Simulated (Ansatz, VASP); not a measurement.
**Si3Sn in VASP and in Ansatz**

```
Si Sn
1.0
     4.06107    0.00000    0.00000
     0.00000    4.06107    0.00000
     0.00000    0.00000    5.78155
Si Sn
3 1
Direct
  0.50000 0.00000 0.22451
  0.00000 0.50000 0.77549
  0.50000 0.50000 0.00000
  0.00000 0.00000 0.50000
```

Alike in both runs: functional PBE; k mesh 6 × 6 × 4; occupations gaussian, width 0.1 eV; no spin polarisation.

Ansatz relaxed the structure, and its values are those at the end. VASP's run is a single point on that final structure, the one shown.

|  | VASP | Ansatz |
| --- | --- | --- |
| version | VASP 6.6.1 | Ansatz 0.2.0 |
| potentials or method | VASP PAW PBE potentials, release 64 (Si, Sn_d), cutoff 520 eV | scalar-relativistic, plane waves, PAW |
| valence electrons in the cell | 26 | 26 |

|  | VASP | Ansatz | Ansatz less VASP |
| --- | --- | --- | --- |
| gap on the k mesh at the Fermi level (eV) | 0.23 | 0.23 | 0.000 |
| least direct gap on the mesh (eV) | 0.49 | 0.49 | -0.001 |
| pressure (GPa) | 0.1 | 0.2 | +0.08 |

With one functional, cell and mesh, what is left measures potentials, basis and numerics.
